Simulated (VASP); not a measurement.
Set up this calculation in VASP 6.6.1, as the native input.

```
Task                   : electric field gradients
Functional             : PBEsol
Potentials or basis    : VASP PAW PBE potentials, release 64 (Ti_sv, Pt)
Cutoff                 : 520 eV
k mesh                 : 9 × 9 × 9
Occupations            : fermi-dirac, width 0.05 eV
Spin                   : no spin polarisation
Dipole correction      : no
Further INCAR settings : ALGO = Normal; EDIFF = 1e-08; NBANDS = 29
```

The structure of TiPt3 lies in POSCAR:

```
TiPt3
1.0
    3.8708448495      0.0000000000      0.0000000000
    0.0000000000      3.8708448495      0.0000000000
    0.0000000000      0.0000000000      3.8708448495
Ti Pt
1 3
Direct
    0.0000000000      0.0000000000      0.0000000000
    0.0000000000      0.5000000000      0.5000000000
    0.5000000000      0.0000000000      0.5000000000
    0.5000000000      0.5000000000      0.0000000000
```

This cell differs from its parent crystal: volume scaled by 0.98.

These files were run (other wordings do the same):

INCAR

```
SYSTEM = TiPt3
PREC = Accurate ; ENCUT = 520
EDIFF = 1E-8 ; ISMEAR = -1
SIGMA = 0.05 ; LREAL = .FALSE.
LASPH = .TRUE. ; NELM = 60
ALGO = Normal ; ISIF = 2
LWAVE = .FALSE. ; LCHARG = .FALSE.
GGA = PS ; LEFG = .TRUE.
NBANDS = 29
```

KPOINTS

```
regular mesh
0
G
  9 9 9
  0 0 0
```

Potentials or basis: VASP PAW PBE potentials, release 64 (Ti_sv, Pt).

Run with:

```sh
$ cat potpaw_PBE.64/Ti_sv/POTCAR potpaw_PBE.64/Pt/POTCAR > POTCAR
$ mpirun -np 1 vasp_std > vasp.out
```

It gave:

The pressure is 5.9 GPa and the band gap on the k mesh is zero (band 21 reaches 13.53 eV, above the bottom of band 22 at 11.91 eV).

Caveat: without QUAD_EFG the Cq values of the log hold for a quadrupole moment of 1 mb, not for the nuclei; the PAW data sets were made with another functional, which shifts forces and pressure a little; spin-orbit coupling is left out, which moves the levels of the heavy elements.

Run time: 33 s on 1 thread of Intel(R) Xeon(R) Platinum 8559C (Emerald Rapids) (shared host), peak memory 0.2 GiB.
